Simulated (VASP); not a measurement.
# BN (zincblende type) (F-43m) in VASP: notebook

The runs below take BN (zincblende type) through single point, with PBE.

Program: VASP 6.6.1. These are calculated values, not measurements. Logs are shortened: lines on timing, memory, paths and dates and some standing lists are left out, and cuts for length are marked.

### Step 1. The cell of the first run

The structure is cubic, space group F-43m (No. 216). The conventional cell has a = 3.249 Å, b = 3.249 Å, c = 3.249 Å, α = 90.00°, β = 90.00°, γ = 90.00°. Within 1.9 Å of B (site symmetry -43m) lie 4 N at 1.41 Å. Within 1.9 Å of N (site symmetry -43m) lie 4 B at 1.41 Å.

### Step 2. Single point, PBE (volume scaled by 0.72)

INCAR reads:

```
PREC = Accurate ; ENCUT = 520
EDIFF = 1E-6 ; ISMEAR = -1
SIGMA = 0.05 ; LREAL = False
LASPH = True ; NELM = 60
ALGO = Normal ; ISIF = 2
LWAVE = False ; LCHARG = True
GGA = PE ; LELF = True
LVHAR = True ; NBANDS = 11
```

KPOINTS reads:

```
Automatic mesh
0
Gamma
  15 15 15
```

POSCAR reads:

```
BN
1.0
    0.0000000000      1.6243764983      1.6243764983
    1.6243764983      0.0000000000      1.6243764983
    1.6243764983      1.6243764983      0.0000000000
B N
1 1
Direct
    0.0000000000      0.0000000000      0.0000000000
    0.2500000000      0.2500000000      0.2500000000
```

Potentials or basis: VASP PAW PBE potentials, release 64 (B, N).

Launch:

```bash
cat potpaw_PBE.64/B/POTCAR potpaw_PBE.64/N/POTCAR > POTCAR
mpirun -np 1 vasp_std > vasp.out
```

OUTCAR:

```text
PREC = Accurate
   ENCUT = 520
   EDIFF = 1E-6
   ISMEAR = -1
   LREAL = False
   LASPH = True
   NELM = 60
   ISIF = 2
   GGA = PE

 ion  position               nearest neighbor table
   1  0.000  0.000  0.000-   2 1.41   2 1.41   2 1.41   2 1.41
   2  0.250  0.250  0.250-   1 1.41   1 1.41   1 1.41   1 1.41

  LATTYP: Found a face centered cubic cell.
 ALAT       =     3.2487529966

  Lattice vectors:

 A1 = (   0.0000000000,   1.6243764983,   1.6243764983)
 A2 = (   1.6243764983,   0.0000000000,   1.6243764983)
 A3 = (   1.6243764983,   1.6243764983,   0.0000000000)

Analysis of symmetry for initial positions (statically):
=====================================================================
 Subroutine PRICEL returns:
 Original cell was already a primitive cell.

 Routine SETGRP: Setting up the symmetry group for a
 face centered cubic supercell.

 Subroutine GETGRP returns: Found 24 space group operations
 (whereof 24 operations were pure point group operations)
 out of a pool of 48 trial point group operations.

The static configuration has the point symmetry T_d .

Analysis of symmetry for dynamics (positions and initial velocities):
=====================================================================
 Subroutine PRICEL returns:
 Original cell was already a primitive cell.

 Routine SETGRP: Setting up the symmetry group for a
 face centered cubic supercell.

 Subroutine GETGRP returns: Found 24 space group operations
 (whereof 24 operations were pure point group operations)
 out of a pool of 48 trial point group operations.

The dynamic configuration has the point symmetry T_d .

 Subroutine INISYM returns: Found 24 space group operations
 (whereof 24 operations are pure point group operations),
 and found     1 'primitive' translations

----------------------------------------------------------------------------------------

                                     Primitive cell

  volume of cell :       8.5722

  direct lattice vectors                    reciprocal lattice vectors
     0.000000000  1.624376498  1.624376498    -0.307810413  0.307810413  0.307810413
     1.624376498  0.000000000  1.624376498     0.307810413 -0.307810413  0.307810413
     1.624376498  1.624376498  0.000000000     0.307810413  0.307810413 -0.307810413

  length of vectors
     2.297215274  2.297215274  2.297215274     0.533143274  0.533143274  0.533143274

  position of ions in fractional coordinates (direct lattice)
     0.000000000  0.000000000  0.000000000
     0.250000000  0.250000000  0.250000000

  ion indices of the primitive-cell ions
   primitive index   ion index
                 1           1
                 2           2

----------------------------------------------------------------------------------------

 KPOINTS: Automatic mesh

Automatic generation of k-mesh.
 Grid dimensions read from file:
 generate k-points for:   15   15   15

 Generating k-lattice:

  Cartesian coordinates                     Fractional coordinates (reciprocal lattice)
    -0.020520694  0.020520694  0.020520694     0.066666667  0.000000000  0.000000000
     0.020520694 -0.020520694  0.020520694     0.000000000  0.066666667  0.000000000
     0.020520694  0.020520694 -0.020520694     0.000000000  0.000000000  0.066666667

  Length of vectors
     0.035542885  0.035542885  0.035542885

  Shift w.r.t. Gamma in fractional coordinates (k-lattice)
     0.000000000  0.000000000  0.000000000

 Subroutine IBZKPT returns following result:
 ===========================================

 Found    120 irreducible k-points:

 Following reciprocal coordinates:
            Coordinates               Weight
  0.000000  0.000000  0.000000      1.000000
  0.066667  0.000000  0.000000      8.000000
  0.133333  0.000000  0.000000      8.000000
  0.200000  0.000000  0.000000      8.000000
  0.266667  0.000000  0.000000      8.000000
  0.333333  0.000000  0.000000      8.000000
[... 16 lines left out ...]
  0.133333  0.133333  0.000000      6.000000
  0.200000  0.133333  0.000000     24.000000
 [... further k-points ...]
   k-points           NKPTS =    120   k-points in BZ     NKDIM =    120   number of bands    NBANDS=     11
   number of dos      NEDOS =    301   number of ions     NIONS =      2
   total plane-waves  NPLWV =   5832
   dimension x,y,z NGX =    18 NGY =   18 NGZ =   18
   dimension x,y,z NGXF=    36 NGYF=   36 NGZF=   36
   ions per type =               1   1
   NGX,Y,Z   is equivalent  to a cutoff of  13.03, 13.03, 13.03 a.u.
   NGXF,Y,Z  is equivalent  to a cutoff of  26.05, 26.05, 26.05 a.u.
 SYSTEM =  unknown system
   PREC   = accura    normal or accurate (medium, high low for compatibility)
   ISTART =      0    job   : 0-new  1-cont  2-samecut
   ICHARG =      2    charge: 1-file 2-atom 10-const
   ISPIN  =      1    spin polarized calculation?
   LNONCOLLINEAR =      F non collinear calculations
   LSORBIT =      F    spin-orbit coupling
   LASPH  =      T    aspherical Exc in radial PAW
   ENCUT  =  520.0 eV  38.22 Ry    6.18 a.u.   4.27  4.27  4.27*2*pi/ulx,y,z
   NELM   =     60;   NELMIN=  2; NELMDL= -5     # of ELM steps
   EDIFF  = 0.1E-05   stopping-criterion for ELM
   LREAL  =      F    real-space projection
   EDIFFG = 0.1E-04   stopping-criterion for IOM
   NSW    =      0    number of steps for IOM
   IBRION =     -1    ionic relax: 0-MD 1-quasi-New 2-CG
   NFREE  =      0    steps in history (QN), initial steepest desc. (CG)
   ISIF   =      2    stress and relaxation
   ISYM   =      2    0-nonsym 1-usesym 2-fastsym
   POTIM  = 0.5000    time-step for ionic-motion
   TEBEG  =    0.0;   TEEND  =   0.0 temperature during run
   PSTRESS=    0.0 pullay stress
   NELECT =       8.0000    total number of electrons
   NUPDOWN=      -1.0000    fix difference up-down
   EMIN   =  10.00;   EMAX   =-10.00  energy-range for DOS
   EFERMI =   0.00;   METHOD = LEGACY
   ISMEAR =    -1;   SIGMA  =   0.05  broadening in eV -4-tet -1-fermi 0-gaus
   EFERMI_NEDOS =   21; number of points for ismear=-14 and -15
   IALGO  =     38    algorithm
   IMIX   =      4    mixing-type and parameters
     AMIX     =   0.40;   BMIX     =  1.00
     AMIX_MAG =   1.60;   BMIX_MAG =  1.00
  volume/ion in A,a.u.               =       4.29        28.92
  Fermi-wavevector in a.u.,A,eV,Ry     =   1.599834  3.023247 34.823667  2.559467
  Thomas-Fermi vector in A             =   2.697064
   LORBIT       =      0    0 simple, 1 ext, 2 COOP (PROOUT), +10 PAW based schemes
   GGA     = PE    functional components
   LHFCALC =     F    Hartree Fock is set to
   AEXX    =    0.0000 exact exchange contribution
   IVDW    =     0    specifies the selected vdW correction
   LEPSILON=     F    determine dielectric tensor
   LRPA    =     F    only Hartree local field effects (RPA)
 non-spin polarized calculation
  energy-cutoff  :      520.00
  volume of cell :        8.57
 maximum number of plane-waves:       259
 NGX is ok and might be reduce to    18
   NGX =  9   NGY =  9   NGZ =  9

 number of electron       7.9999999 magnetization

 Free energy of the ion-electron system (eV)
  ---------------------------------------------------
  ext. energy  EPLUGINS =         0.00000000
  ---------------------------------------------------
  free energy    TOTEN  =       -15.64599610 eV

  energy without entropy =      -15.64599610  energy(sigma->0) =      -15.64599610

 E-fermi :  12.8075     XC(G=0): -14.4768

 val. band max:       11.9041267343   @ k =   0.0000   0.0000   0.0000
 cond. band min:      16.7171780746   @ k =   0.4667   0.4667   0.0000
 fundamental gap:      4.8130513403
 Fermi energy:        12.8075318701

 k-point     1 :       0.0000    0.0000    0.0000
  band No.  band energies     occupation
      1     -12.4583      2.00000
      2      11.9041      2.00000
      3      11.9041      2.00000
      4      11.9041      2.00000
      5      22.2563      0.00000
      6      22.2563      0.00000
      7      22.2563      0.00000
      8      27.9780      0.00000
      9      43.1134      0.00000
     10      43.9201      0.00000
     11      43.9201      0.00000

 k-point     2 :       0.0667    0.0000    0.0000
  band No.  band energies     occupation
      1     -12.3211      2.00000
      2      11.1380      2.00000
      3      11.7352      2.00000
      4      11.7352      2.00000
      5      22.5134      0.00000
      6      22.5134      0.00000
      7      22.6588      0.00000
      8      28.2535      0.00000
      9      41.6030      0.00000
     10      41.6030      0.00000
     11      41.9437      0.00000

 k-point     3 :       0.1333    0.0000    0.0000
  band No.  band energies     occupation
      1     -11.9114      2.00000
      2       9.2498      2.00000
      3      11.3015      2.00000
      4      11.3015      2.00000
      5      23.1541      0.00000
      6      23.1541      0.00000
      7      23.5153      0.00000
      8      28.9546      0.00000
      9      39.7132      0.00000
     10      39.7132      0.00000
     11      40.6281      0.00000

 k-point     4 :       0.2000    0.0000    0.0000
  band No.  band energies     occupation
      1     -11.2353      2.00000
      2       6.8564      2.00000
      3      10.7511      2.00000
      4      10.7511      2.00000
      5      23.8676      0.00000
      6      23.8676      0.00000
      7      24.4050      0.00000
      8      29.7218      0.00000
      9      38.7529      0.00000
     10      38.7529      0.00000
     11      39.8950      0.00000
[... 239 lines left out ...]
 k-point    22 :      -0.0667    0.0667    0.0000
  band No.  band energies     occupation
      1     -12.0931      2.00000
      2      10.3437      2.00000
      3      10.8674      2.00000
      4      11.7652      2.00000
      5      22.5781      0.00000
      6      22.9677      0.00000
      7      23.4620      0.00000
      8      28.6421      0.00000
      9      39.2382      0.00000
     10      39.8367      0.00000
     11      44.1248      0.00000

 k-point    23 :       0.1333    0.1333    0.0000
  band No.  band energies     occupation
      1     -11.7297      2.00000
      2      10.1246      2.00000
      3      10.1246      2.00000
      4      10.4369      2.00000
      5      21.5680      0.00000
      6      24.7257      0.00000
      7      24.7257      0.00000
      8      28.7308      0.00000
      9      35.1848      0.00000
     10      44.7722      0.00000
     11      44.9252      0.00000

 k-point    24 :       0.2000    0.1333    0.0000
  band No.  band energies     occupation
      1     -11.2340      2.00000
      2       8.3837      2.00000
      3       9.4415      2.00000
      4      10.2704      2.00000
      5      21.5442      0.00000
      6      25.7337      0.00000
      7      25.7434      0.00000
      8      28.5840      0.00000
      9      34.5374      0.00000
     10      43.8915      0.00000
     11      44.4371      0.00000

 [... further k-points ...]
[... 5 lines left out ...]
  --------------------------------------------------------------------------------------
  -------------------------------------------------------------------------------------
  Total       11.8794625     11.8794625     11.8794625      0.0000000     -0.0000000      0.0000000
  in kB     2220.3287729   2220.3287729   2220.3287729      0.0000000     -0.0000000      0.0000000
  external PRESSURE =    2220.3287729 kB  Pullay stress =       0.0000000 kB

 VOLUME and BASIS-vectors are now :
 -----------------------------------------------------------------------------
  energy-cutoff  :      520.00
  volume of cell :        8.57
      direct lattice vectors                 reciprocal lattice vectors
     0.000000000  1.624376498  1.624376498    -0.307810413  0.307810413  0.307810413
     1.624376498  0.000000000  1.624376498     0.307810413 -0.307810413  0.307810413
     1.624376498  1.624376498  0.000000000     0.307810413  0.307810413 -0.307810413

 POSITION                                       TOTAL-FORCE (eV/Angst)
 -----------------------------------------------------------------------------------
      0.00000      0.00000      0.00000         0.000000      0.000000      0.000000
      0.81219      0.81219      0.81219        -0.000000     -0.000000     -0.000000
 -----------------------------------------------------------------------------------
    total drift:                                0.000000      0.000000      0.000001

  FREE ENERGIE OF THE ION-ELECTRON SYSTEM (eV)
  ---------------------------------------------------
  free  energy   TOTEN  =       -15.6459960957 eV

  energy  without entropy=      -15.6459960957  energy(sigma->0) =      -15.64599610
```

It took 17 s on 1 thread of AMD EPYC 7R13, shared host; peak memory 0.09 GiB.

Results:

* Free energy: -15.6460 eV
* Pressure: 222.0 GPa
* Band gap on the k mesh: 4.81 eV, indirect (least direct gap 10.35 eV)

 A k mesh can miss the band edges.

### Step 3. Single point, PBE (volume scaled by 0.72)

INCAR reads:

```
SYSTEM = BN
PREC = Accurate ; ENCUT = 520
EDIFF = 1E-6 ; ISMEAR = -1
SIGMA = 0.05 ; LREAL = .False.
LASPH = .True. ; NELM = 60
ALGO = Normal ; ISIF = 2
LWAVE = .False. ; LCHARG = .False.
GGA = PE ; NBANDS = 11
```

KPOINTS reads:

```
Automatic mesh
0
Gamma
  15 15 15
  0 0 0
```

POSCAR is that of step 2.

Potentials or basis: VASP PAW PBE potentials, release 64 (B, N).

Launch:

```bash
cat potpaw_PBE.64/B/POTCAR potpaw_PBE.64/N/POTCAR > POTCAR
mpirun -np 1 vasp_std > vasp.out
```

Wall time 15 s (1 thread of AMD EPYC 7R13, shared host); peak memory 0.09 GiB.

Results (log left out):

* Free energy: -15.6460 eV
* Pressure: 222.0 GPa
* Band gap on the k mesh: 4.81 eV, indirect (least direct gap 10.35 eV)

Levels at points of the mesh, in eV from the valence-band top:
```
           k point  band 1  band 2  band 3  band 4  band 5  band 6  band 7  band 8  band 9
(0.00, 0.00, 0.00)  -24.36    0.00    0.00    0.00   10.35   10.35   10.35   16.07   31.21
```

(Part 1 of 3 ends here.)
